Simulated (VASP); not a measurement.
## As: single point with PBEsol

The system is As.

```
CELL_PARAMETERS angstrom
1.85155 1.06899 3.59034
-1.85155 1.06899 3.59034
0.00000 -2.13799 3.59034
ATOMIC_POSITIONS crystal
As 0.22754 0.22754 0.22754
As 0.77246 0.77246 0.77246
```

This cell differs from its parent crystal: strain -0.015 along x and y, +0.030 along z.

```
Program             : VASP 6.6.1
Task                : single point
Functional          : PBEsol
Potentials or basis : VASP PAW PBE potentials, release 64 (As)
Cutoff              : 520 eV
k mesh              : 18 × 18 × 18
Occupations         : gaussian, width 0.15 eV
Spin                : no spin polarisation
```

```
Pressure               : 1.2 GPa
Largest force          : 0.150 eV/Å
Band gap on the k mesh : zero (bands 5 and 6 overlap by 0.70 eV)
```

Forces on the atoms (eV/Å):
```
As   0.000  0.000  0.150
As   0.000  0.000 -0.150
```

Stress tensor (GPa, compression positive):
```
 2.05  0.00  0.00
 0.00  2.05  0.00
 0.00  0.00 -0.45
```

Levels at points of the mesh, in eV from the Fermi level:
```csv
k point,band 3,band 4,band 5,band 6,band 7,band 8
"(0.00, 0.00, 0.00)",-3.01,-1.92,-1.92,1.67,2.84,2.84
"(0.50, 0.00, 0.00)",-3.14,-2.86,-0.57,-0.41,-0.10,1.26
"(0.50, 0.50, 0.00)",-6.20,-4.52,-4.09,1.36,5.24,6.65
"(0.50, 0.50, 0.50)",-1.64,-1.64,-0.36,0.82,0.82,1.85
```

Wall time 3.1 min on 1 thread of AMD EPYC 7R13 Processor (Zen 3) (shared host), peak memory 0.34 GiB.

Caveat: the cell differs from its parent crystal (strain -0.015 along x and y, +0.030 along z); the PAW data sets were made with another functional, which shifts forces and pressure a little.
